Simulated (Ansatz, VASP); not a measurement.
**Two plane-wave programs on Re**

```xyz
1
Lattice="-1.5829 1.5829 1.5829 1.5829 -1.5829 1.5829 1.5829 1.5829 -1.5829" Properties=species:S:1:pos:R:3 pbc="T T T"
Re    0.0000    0.0000    0.0000
```

Alike in both runs: task single point; functional RPBE; k mesh 16 × 16 × 16; occupations fermi-dirac, width 0.1 eV; no spin polarisation.

|  | VASP | Ansatz |
| --- | --- | --- |
| version | VASP 6.6.1 | Ansatz 0.2.0 |
| potentials or method | VASP PAW PBE potentials, release 64 (Re), cutoff 600 eV | plane waves (420 eV) with PAW, scalar-relativistic |
| valence electrons in the cell | 7 | 15 |

Ansatz gave:

| Item | Value |
| --- | --- |
| pressure (GPa) | -12.1 |

Problem. What did VASP give for the same quantities?

Solution. Pressure (GPa): -12.7.

VASP's potentials were made for PBE, not for RPBE. VASP's potentials hold 7 valence electrons a cell and Ansatz's 15, so a difference there can come from the potentials and not from the codes.

Spin-orbit coupling is off throughout.
